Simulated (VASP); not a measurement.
Crystal: C.

```
C
1.0
     0.00000    1.78340    1.78340
     1.78340    0.00000    1.78340
     1.78340    1.78340    0.00000
C
2
Direct
  0.50000 0.50000 0.50000
  0.75000 0.75000 0.75000
```

* Program: VASP 6.6.1
* Task: relaxation of cell and atoms
* Functional: RPBE
* Potentials or basis: VASP PAW PBE potentials, release 64 (C)
* Cutoff: 600 eV
* k mesh: 8 × 8 × 8
* Occupations: fermi-dirac, width 0.05 eV
* Spin: no spin polarisation

At the start: pressure 7.7 GPa; volume 5.67 Å³/atom.

Where does the relaxation end?

Over 3 steps the energy falls by 2.4 meV/atom and the volume is 5.77 Å³/atom (+1.8 %); space group Fd-3m (No. 227, to 0.05 Å).

Step by step:
| step | energy change (eV) | largest force (eV/Å) | pressure (GPa) | volume (Å³) |
| --- | --- | --- | --- | --- |
| 1 | 0.0000 | 0.0000 | 7.73 | 11.34 |
| 2 | 0.0020 | 0.0000 | -8.62 | 11.80 |
| 3 | -0.0049 | 0.0000 | -0.02 | 11.55 |

Final structure:
```
CELL_PARAMETERS angstrom
0.00000 1.79409 1.79409
1.79409 0.00000 1.79409
1.79409 1.79409 0.00000
ATOMIC_POSITIONS crystal
C 0.50000 0.50000 0.50000
C 0.75000 0.75000 0.75000
```

Caveat: the PAW data sets were made with another functional, which shifts forces and pressure a little.
